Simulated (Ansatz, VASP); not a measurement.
# One calculation of Pt, two programs

```xyz
2
Lattice="2.7252 0.0000 0.0000 -1.3626 2.3601 0.0000 0.0000 0.0000 4.8797" Properties=species:S:1:pos:R:3 pbc="T T T"
Pt    1.3626    0.7867    3.6597
Pt    0.0000    1.5734    1.2199
```

Change from the starting cell: engineering shear strain xy +0.0000, normal strain along z +0.0367.

Alike in both runs: task single point; functional PBEsol; k mesh 18 × 18 × 10; occupations gaussian, width 0.15 eV; no spin polarisation.

|  | VASP | Ansatz |
| --- | --- | --- |
| version | VASP 6.6.1 | Ansatz 0.2.0 |
| potentials or method | VASP PAW PBE potentials, release 64 (Pt), cutoff 520 eV | scalar-relativistic, plane waves, PAW |
| valence electrons in the cell | 20 | 36 |

Ansatz gave:

- gap on the k mesh at the Fermi level (eV): none
- pressure (GPa): -8.0
- traceless stress, the component that is largest in VASP (GPa): -4.26

Task: Which values does VASP return?

Result: gap on the k mesh at the Fermi level (eV): none; pressure (GPa): -8.4; traceless stress, the component that is largest in VASP (GPa): -4.37.

VASP's potentials were made for PBE, not for PBEsol. A gap of «none» marks a metal or a gap that the smearing closes. With one functional, cell and mesh, what is left measures potentials, basis and numerics. VASP's potentials hold 20 valence electrons a cell and Ansatz's 36, so a difference there can come from the potentials and not from the codes.

Neither program's run includes spin-orbit coupling.
